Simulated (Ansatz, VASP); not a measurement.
## Ga4SbAs3 in VASP and in Ansatz

```
CELL_PARAMETERS angstrom
5.86765 0.00000 0.00000
0.00000 5.86765 0.00000
0.00000 0.00000 5.86765
ATOMIC_POSITIONS crystal
Ga 0.24179 0.75821 0.75821
Ga 0.24179 0.24179 0.24179
Ga 0.75821 0.75821 0.24179
Ga 0.75821 0.24179 0.75821
Sb 0.50000 0.50000 0.50000
As 0.00000 0.50000 0.00000
As 0.00000 0.00000 0.50000
As 0.50000 0.00000 0.00000
```

Alike in both runs: functional PBE; k mesh 6 × 6 × 6; occupations gaussian, width 0.1 eV; no spin polarisation.

Ansatz relaxed the structure, and its values are those at the end. VASP's run is a single point on that final structure, the one shown.

|  | VASP | Ansatz |
| --- | --- | --- |
| version | VASP 6.6.1 | Ansatz 0.2.0 |
| potentials or method | VASP PAW PBE potentials, release 64 (Ga_d, Sb, As), cutoff 520 eV | scalar-relativistic, plane waves, PAW |
| valence electrons in the cell | 72 | 112 |

```tsv
	VASP	Ansatz	Ansatz less VASP
gap on the k mesh at the Fermi level (eV)	none	none	-
pressure (GPa)	0.1	0.0	-0.14
```

A gap of «none» marks a metal or a gap that the smearing closes. VASP's potentials hold 72 valence electrons a cell and Ansatz's 112, so a difference there can come from the potentials and not from the codes.

Spin-orbit coupling is off throughout.
